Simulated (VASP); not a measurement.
The system is BaS.

```xyz
2
Lattice="3.8338 0.0000 0.0000 0.0000 3.8338 0.0000 0.0000 0.0000 3.8338" Properties=species:S:1:pos:R:3 pbc="T T T"
Ba    0.0000    0.0000    0.0000
S     1.9169    1.9169    1.9169
```

Base run:

- Program: VASP 6.6.1
- Functional: r2SCANh
- Potentials or basis: VASP PAW PBE potentials, release 64 (Ba_sv, S)
- Cutoff: 520 eV
- k mesh: 4 × 4 × 4
- Occupations: gaussian, width 0.01 eV
- Spin: no spin polarisation

Its results: band gap on the k mesh 2.39 eV (least direct gap 2.51 eV); pressure 0.8 GPa.

Q: The run is repeated on the same cell with these changes: functional from r2SCANh to PBE. What comes out?

A: Band gap on the k mesh 1.42 eV (least direct gap 1.53 eV); pressure 1.3 GPa.

Caveats: spin-orbit coupling is left out, which moves the levels of the heavy elements; the PAW data sets were made with another functional, which shifts forces and pressure a little (at least some runs).

A k mesh can miss the band edges.
